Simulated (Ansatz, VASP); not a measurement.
**SiF in VASP and in Ansatz**

```
Si F
1.0
    -3.96981   -0.00496   -0.00026
    -0.00065    0.24114   -6.62554
    -0.00893   -6.63036    0.24005
Si F
4 4
Direct
  0.99911 0.92272 0.17764
  0.49879 0.07141 0.32541
  0.50125 0.07708 0.68883
  0.00107 0.92868 0.81499
  0.99249 0.68588 0.22703
  0.49294 0.30654 0.26933
  0.50664 0.31367 0.77372
  0.00772 0.69402 0.72305
```

Change from the starting cell: cell x1, atoms moved at random (sigma 0.15 Å) and cell strained at random (1.5 %), then relaxed without symmetry.

Alike in both runs: functional PBE; k mesh 4 × 2 × 2; occupations gaussian, width 0.1 eV; no spin polarisation.

Ansatz relaxed the structure, and its values are those at the end. VASP's run is a single point on that final structure, the one shown.

|  | VASP | Ansatz |
| --- | --- | --- |
| version | VASP 6.6.1 | Ansatz 0.2.0 |
| potentials or method | VASP PAW PBE potentials, release 64 (Si, F), cutoff 520 eV | scalar-relativistic, plane waves, PAW |
| valence electrons in the cell | 44 | 44 |

```tsv
	VASP	Ansatz	Ansatz less VASP
gap on the k mesh at the Fermi level (eV)	0.46	0.46	-0.002
least direct gap on the mesh (eV)	0.46	0.46	-0.002
pressure (GPa)	0.3	0.1	-0.22
rms of the force components (eV/Å)	0.120	0.007	-0.1129
```

One of these differences is far larger than is usual between the two programs; its cause wasn't traced. The functional is the same, so the differences come from potentials, cutoffs and numerics.

The k mesh is coarse, so the values compare programs but aren't converged.
